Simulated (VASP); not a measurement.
# Li2S (Fm-3m) in VASP: a series of runs

Li2S is run at these levels: PBE, LDA; tasks: single point.

All numbers are computed with VASP 6.6.1; they aren't measurements. Logs are shortened: lines on timing, memory, paths and dates and some standing lists are left out, and cuts for length are marked.

## 1. The cell of the first run

Symmetry: Fm-3m, No. 225, cubic system. The conventional cell has a = 5.691 Å, b = 5.691 Å, c = 5.691 Å, α = 90.00°, β = 90.00°, γ = 90.00°. Within 3.3 Å of Li (site symmetry -43m) lie 4 S at 2.46 Å and 6 Li at 2.85 Å. S (site symmetry m-3m) has 8 Li at 2.46 Å within 3.3 Å.

## 2. Single point, PBE

File INCAR:

```
PREC = Accurate
ENCUT = 750
EDIFF = 1E-6
ISMEAR = 0
SIGMA = 0.01
LREAL = F
LASPH = T
NELM = 120
ALGO = Normal
ISIF = 2
LWAVE = F
LCHARG = F
GGA = PE
NBANDS = 13
GGA_COMPAT = F
```

File KPOINTS:

```
regular mesh
0
Gamma
  3 3 3
```

File POSCAR:

```
Li2S
1.0
    0.0000000000      2.8452943747      2.8452943747
    2.8452943747      0.0000000000      2.8452943747
    2.8452943747      2.8452943747      0.0000000000
Li S
2 1
Direct
    0.2500000000      0.2500000000      0.2500000000
    0.7500000000      0.7500000000      0.7500000000
    0.0000000000      0.0000000000      0.0000000000
```

Potentials or basis: VASP PAW PBE potentials, release 64 (Li_sv, S).

Command:

```sh
$ cat potpaw_PBE.64/Li_sv/POTCAR potpaw_PBE.64/S/POTCAR > POTCAR
$ mpirun -np 1 vasp_std > vasp.out
```

OUTCAR:

```text
PREC = Accurate
   ENCUT = 750
   EDIFF = 1E-6
   ISMEAR = 0
   LREAL = F
   LASPH = T
   NELM = 120
   ISIF = 2
   GGA = PE

 ion  position               nearest neighbor table
   1  0.250  0.250  0.250-   3 2.46   3 2.46   3 2.46   3 2.46
   2  0.750  0.750  0.750-   3 2.46   3 2.46   3 2.46   3 2.46
   3  0.000  0.000  0.000-   2 2.46   2 2.46   2 2.46   1 2.46   2 2.46   1 2.46   1 2.46   1 2.46

  LATTYP: Found a face centered cubic cell.
 ALAT       =     5.6905887494

  Lattice vectors:

 A1 = (   0.0000000000,   2.8452943747,   2.8452943747)
 A2 = (   2.8452943747,   0.0000000000,   2.8452943747)
 A3 = (   2.8452943747,   2.8452943747,   0.0000000000)

Analysis of symmetry for initial positions (statically):
=====================================================================
 Subroutine PRICEL returns:
 Original cell was already a primitive cell.

 Routine SETGRP: Setting up the symmetry group for a
 face centered cubic supercell.

 Subroutine GETGRP returns: Found 48 space group operations
 (whereof 48 operations were pure point group operations)
 out of a pool of 48 trial point group operations.

The static configuration has the point symmetry O_h .

Analysis of symmetry for dynamics (positions and initial velocities):
=====================================================================
 Subroutine PRICEL returns:
 Original cell was already a primitive cell.

 Routine SETGRP: Setting up the symmetry group for a
 face centered cubic supercell.

 Subroutine GETGRP returns: Found 48 space group operations
 (whereof 48 operations were pure point group operations)
 out of a pool of 48 trial point group operations.

The dynamic configuration has the point symmetry O_h .

 Subroutine INISYM returns: Found 48 space group operations
 (whereof 48 operations are pure point group operations),
 and found     1 'primitive' translations

----------------------------------------------------------------------------------------

                                     Primitive cell

  volume of cell :      46.0693

  direct lattice vectors                    reciprocal lattice vectors
     0.000000000  2.845294375  2.845294375    -0.175728742  0.175728742  0.175728742
     2.845294375  0.000000000  2.845294375     0.175728742 -0.175728742  0.175728742
[... 74 lines left out ...]
   POTIM  = 0.5000    time-step for ionic-motion
   TEBEG  =    0.0;   TEEND  =   0.0 temperature during run
   PSTRESS=    0.0 pullay stress
   NELECT =      12.0000    total number of electrons
   NUPDOWN=      -1.0000    fix difference up-down
   EMIN   =  10.00;   EMAX   =-10.00  energy-range for DOS
   EFERMI =   0.00;   METHOD = LEGACY
   ISMEAR =     0;   SIGMA  =   0.01  broadening in eV -4-tet -1-fermi 0-gaus
   EFERMI_NEDOS =   21; number of points for ismear=-14 and -15
   IALGO  =     38    algorithm
   IMIX   =      4    mixing-type and parameters
     AMIX     =   0.40;   BMIX     =  1.00
     AMIX_MAG =   1.60;   BMIX_MAG =  1.00
  volume/ion in A,a.u.               =      15.36       103.63
  Fermi-wavevector in a.u.,A,eV,Ry     =   1.045518  1.975742 14.872626  1.093107
  Thomas-Fermi vector in A             =   2.180317
   LORBIT       =      0    0 simple, 1 ext, 2 COOP (PROOUT), +10 PAW based schemes
   GGA     = PE    functional components
   LHFCALC =     F    Hartree Fock is set to
   AEXX    =    0.0000 exact exchange contribution
   IVDW    =     0    specifies the selected vdW correction
   LEPSILON=     F    determine dielectric tensor
   LRPA    =     F    only Hartree local field effects (RPA)
 non-spin polarized calculation
 Gauss-broadening in eV      SIGMA  =   0.01
  energy-cutoff  :      750.00
  volume of cell :       46.07
 maximum number of plane-waves:      2165
   NGX = 17   NGY = 17   NGZ = 17

 number of electron      11.9999998 magnetization

 Free energy of the ion-electron system (eV)
  ---------------------------------------------------
  ext. energy  EPLUGINS =         0.00000000
  ---------------------------------------------------
  free energy    TOTEN  =       -11.93727902 eV

  energy without entropy =      -11.93727902  energy(sigma->0) =      -11.93727902

 E-fermi :   1.6032     XC(G=0):  -8.5094

 val. band max:        1.5223405471   @ k =   0.0000   0.0000   0.0000
 cond. band min:       5.6414425447   @ k =   0.3333   0.3333   0.0000
 fundamental gap:      4.1191019976
 Fermi energy:         1.6032369601

 k-point     1 :       0.0000    0.0000    0.0000
  band No.  band energies     occupation
      1     -42.6940      2.00000
      2     -42.6509      2.00000
      3      -9.5092      2.00000
      4       1.5223      2.00000
      5       1.5223      2.00000
      6       1.5223      2.00000
      7       5.7984      0.00000
      8       7.7305      0.00000
      9       7.7305      0.00000
     10       7.7305      0.00000
     11      12.6939      0.00000
     12      12.6939      0.00000
     13      13.9438      0.00000
[... 34 lines left out ...]
  band No.  band energies     occupation
      1     -42.6715      2.00000
      2     -42.6715      2.00000
      3      -8.9672      2.00000
      4      -0.7707      2.00000
      5      -0.3064      2.00000
      6       0.5510      2.00000
      7       6.6525      0.00000
      8       9.5673      0.00000
      9      10.5296      0.00000
     10      11.1851      0.00000
     11      11.3175      0.00000
     12      11.3732      0.00000
     13      16.0469      0.00000

------------------------ aborting loop because EDIFF is reached ----------------------------------------

  FORCE on cell =-STRESS in cart. coord.  units (eV):
  Direction    XX          YY          ZZ          XY          YZ          ZX
  --------------------------------------------------------------------------------------
  -------------------------------------------------------------------------------------
  Total        0.1480255      0.1480255      0.1480255      0.0000000     -0.0000000      0.0000000
  in kB        5.1479649      5.1479649      5.1479649      0.0000000     -0.0000000      0.0000000
  external PRESSURE =       5.1479649 kB  Pullay stress =       0.0000000 kB

 VOLUME and BASIS-vectors are now :
 -----------------------------------------------------------------------------
  energy-cutoff  :      750.00
  volume of cell :       46.07
      direct lattice vectors                 reciprocal lattice vectors
     0.000000000  2.845294375  2.845294375    -0.175728742  0.175728742  0.175728742
     2.845294375  0.000000000  2.845294375     0.175728742 -0.175728742  0.175728742
     2.845294375  2.845294375  0.000000000     0.175728742  0.175728742 -0.175728742

 POSITION                                       TOTAL-FORCE (eV/Angst)
 -----------------------------------------------------------------------------------
      1.42265      1.42265      1.42265         0.000000     -0.000000      0.000000
      4.26794      4.26794      4.26794        -0.000000      0.000000     -0.000000
      0.00000      0.00000      0.00000         0.000000     -0.000000     -0.000000
 -----------------------------------------------------------------------------------
    total drift:                                0.000000      0.000000      0.000000

  FREE ENERGIE OF THE ION-ELECTRON SYSTEM (eV)
  ---------------------------------------------------
  free  energy   TOTEN  =       -11.9372790165 eV

  energy  without entropy=      -11.9372790165  energy(sigma->0) =      -11.93727902
```

OSZICAR:

```text
N       E                     dE             d eps       ncg     rms          rms(c)
DAV:   1     0.525635281667E+02    0.52564E+02   -0.60358E+03   104   0.111E+03
DAV:   2    -0.369305927876E+01   -0.56257E+02   -0.53090E+02   127   0.209E+02
DAV:   3    -0.120723861870E+02   -0.83793E+01   -0.83281E+01   192   0.536E+01
DAV:   4    -0.122529850654E+02   -0.18060E+00   -0.18055E+00   135   0.113E+01
DAV:   5    -0.122583068922E+02   -0.53218E-02   -0.53217E-02   163   0.158E+00    0.389E+00
DAV:   6    -0.119436927181E+02    0.31461E+00   -0.51624E-01   129   0.290E+00    0.291E+00
DAV:   7    -0.119259921431E+02    0.17701E-01   -0.14598E-01   150   0.172E+00    0.182E+00
DAV:   8    -0.119375866260E+02   -0.11594E-01   -0.25699E-02   135   0.939E-01    0.743E-01
DAV:   9    -0.119369858369E+02    0.60079E-03   -0.75176E-04   135   0.162E-01    0.399E-01
DAV:  10    -0.119373137480E+02   -0.32791E-03   -0.14049E-03   119   0.179E-01    0.223E-01
DAV:  11    -0.119372746082E+02    0.39140E-04   -0.15010E-04   153   0.660E-02    0.532E-02
DAV:  12    -0.119372789771E+02   -0.43689E-05   -0.18121E-05   132   0.229E-02    0.291E-02
DAV:  13    -0.119372790165E+02   -0.39437E-07   -0.22678E-06   122   0.101E-02
   1 F= -.11937279E+02 E0= -.11937279E+02  d E =-.237639E-31
```

Wall time 11 s (1 thread of Intel Xeon 8259CL, shared host); peak memory 0.19 GiB.

Results:

| Property | Result |
| --- | --- |
| Free energy | -11.9373 eV |
| Pressure | 0.5 GPa |
| Band gap on the k mesh | 4.12 eV (least direct gap 4.28 eV) |

Levels at points of the mesh, in eV from the valence-band top:
| k point | band 4 | band 5 | band 6 | band 7 | band 8 | band 9 |
| --- | --- | --- | --- | --- | --- | --- |
| (0.00, 0.00, 0.00) | 0.00 | 0.00 | 0.00 | 4.28 | 6.21 | 6.21 |

Caveat: the k points lie up to 0.64 Å⁻¹ apart; an odd mesh through Γ misses points on the zone boundary, where band edges can lie.

## 3. Single point, LDA

File INCAR:

```
ALGO     = Normal         # electronic algorithm
EDIFF    = 1E-6           # SCF threshold, eV
ENCUT    = 750            # plane-wave cutoff, eV
GGA_COMPAT= F            
ISIF     = 2              # what is computed and relaxed
ISMEAR   = 0              # smearing method
LASPH    = T              # aspherical terms in the spheres
LCHARG   = F              # write CHGCAR
LREAL    = F              # projectors in reciprocal space
LWAVE    = F              # write WAVECAR
NBANDS   = 13             # bands
NELM     = 120            # most SCF steps
PREC     = Accurate       # precision mode
SIGMA    = 0.01           # smearing width, eV
```

File KPOINTS:

```
k-points
0
Gamma
  4 4 4
```

POSCAR is that of step 2.

Potentials or basis: VASP PAW LDA potentials, release 64 (Li_sv, S).

Command:

```sh
$ cat potpaw_LDA.64/Li_sv/POTCAR potpaw_LDA.64/S/POTCAR > POTCAR
$ mpirun -np 1 vasp_std > vasp.out
```

Wall time 14 s (1 thread of Intel Xeon 8259CL, shared host); peak memory 0.16 GiB.

Results (log left out):

```
Free energy            : -12.9791 eV
Pressure               : -2.7 GPa
Band gap on the k mesh : 3.16 eV (least direct gap 4.08 eV)
```

Levels at points of the mesh, in eV from the valence-band top:
| k point | band 3 | band 4 | band 5 | band 6 | band 7 | band 8 | band 9 | band 10 |
| --- | --- | --- | --- | --- | --- | --- | --- | --- |
| (0.00, 0.00, 0.00) | -10.98 | 0.00 | 0.00 | 0.00 | 4.08 | 6.01 | 6.01 | 6.01 |
| (0.50, 0.00, 0.00) | -10.54 | -2.95 | -0.53 | -0.53 | 5.94 | 6.37 | 6.37 | 8.21 |
| (0.50, 0.50, 0.00) | -10.42 | -2.20 | -1.47 | -1.47 | 3.16 | 6.97 | 10.85 | 10.85 |

Caveat: the k points lie up to 0.48 Å⁻¹ apart. Expect the measured gap to be larger: semilocal functionals such as LDA lack the derivative discontinuity.

## 4. Single point, PBE

File INCAR:

```
PREC = Accurate ; ENCUT = 750
EDIFF = 1E-6 ; ISMEAR = 0
SIGMA = 0.2 ; LREAL = False
LASPH = True ; NELM = 120
ALGO = Normal ; ISIF = 2
LWAVE = False ; LCHARG = False
GGA = PE ; NBANDS = 13
GGA_COMPAT = False
```

File KPOINTS:

```
Automatic mesh
0
Gamma
  6 6 6
```

POSCAR is that of step 3.

Potentials or basis: VASP PAW PBE potentials, release 64 (Li_sv, S).

Command:

```sh
$ cat potpaw_PBE.64/Li_sv/POTCAR potpaw_PBE.64/S/POTCAR > POTCAR
$ mpirun -np 1 vasp_std > vasp.out
```

It took 32 s on 1 thread of Intel Xeon 8259CL, shared host; peak memory 0.19 GiB.

It converged, with:

```
Free energy            : -11.9945 eV
Pressure               : 0.2 GPa
Band gap on the k mesh : 3.39 eV (least direct gap 4.29 eV)
```

Levels at points of the mesh, in eV from the valence-band top:
```csv
k point,band 2,band 3,band 4,band 5,band 6,band 7,band 8,band 9,band 10,band 11
"(0.00, 0.00, 0.00)",-44.12,-11.04,0.00,0.00,0.00,4.29,6.23,6.23,6.23,11.19
"(0.50, 0.00, 0.00)",-44.14,-10.60,-2.89,-0.51,-0.51,6.12,6.58,6.58,8.43,12.83
"(0.50, 0.50, 0.00)",-44.13,-10.47,-2.17,-1.43,-1.43,3.39,7.09,11.12,11.12,12.14
```

## 5. Single point, PBE

File INCAR:

```
SYSTEM = Li2S
PREC     = Accurate       ! precision mode
ENCUT    = 750            ! plane-wave cutoff, eV
EDIFF    = 1E-6           ! SCF threshold, eV
ISMEAR   = 0              ! smearing method
SIGMA    = 0.01           ! smearing width, eV
LREAL    = .False.        ! projectors in reciprocal space
LASPH    = .True.         ! aspherical terms in the spheres
NELM     = 120            ! most SCF steps
ALGO     = Normal         ! electronic algorithm
ISIF     = 2              ! what is computed and relaxed
LWAVE    = .False.        ! write WAVECAR
LCHARG   = .False.        ! write CHGCAR
GGA      = PE             ! functional
NBANDS   = 13             ! bands
GGA_COMPAT= .False.
```

File KPOINTS:

```
Automatic mesh
0
Gamma
  6 6 6
  0 0 0
```

POSCAR is that of step 4.

Command:

```sh
$ cat potpaw_PBE.64/Li_sv/POTCAR potpaw_PBE.64/S/POTCAR > POTCAR
$ mpirun -np 1 vasp_std > vasp.out
```

Wall time 38 s (1 thread of Intel Xeon 8259CL, shared host); peak memory 0.19 GiB.

The run converged. Its results:

```yaml
Free_energy: -11.9945 eV
Pressure: 0.2 GPa
Band_gap_on_the_k_mesh: 3.39 eV (least direct gap 4.29 eV)
```

Levels at points of the mesh, in eV from the valence-band top:
| k point | band 3 | band 4 | band 5 | band 6 | band 7 | band 8 | band 9 | band 10 |
| --- | --- | --- | --- | --- | --- | --- | --- | --- |
| (0.00, 0.00, 0.00) | -11.04 | 0.00 | 0.00 | 0.00 | 4.29 | 6.23 | 6.23 | 6.23 |
| (0.50, 0.00, 0.00) | -10.60 | -2.89 | -0.51 | -0.51 | 6.12 | 6.58 | 6.58 | 8.43 |
| (0.50, 0.50, 0.00) | -10.47 | -2.17 | -1.43 | -1.43 | 3.39 | 7.09 | 11.12 | 11.12 |

## 6. Summary

```csv
level,potentials or basis,k mesh,smearing,gap on the mesh (eV),pressure (GPa)
PBE,"VASP PAW PBE potentials, release 64 (Li_sv, S)",3 × 3 × 3,gaussian 0.01 eV,4.12,0.5
LDA,"VASP PAW LDA potentials, release 64 (Li_sv, S)",4 × 4 × 4,gaussian 0.01 eV,3.16,-2.7
PBE,"VASP PAW PBE potentials, release 64 (Li_sv, S)",6 × 6 × 6,gaussian 0.2 eV,3.39,0.2
PBE,"VASP PAW PBE potentials, release 64 (Li_sv, S)",6 × 6 × 6,gaussian 0.01 eV,3.39,0.2
```

Alike in all rows: task single point; no spin polarisation; cell as given; cutoff (eV) 750.

Caveats: some runs use coarse meshes; an odd mesh through Γ misses points on the zone boundary, where band edges can lie (at least some runs).

Total energies depend on the potentials used, so only differences within one code and one set of settings carry meaning.
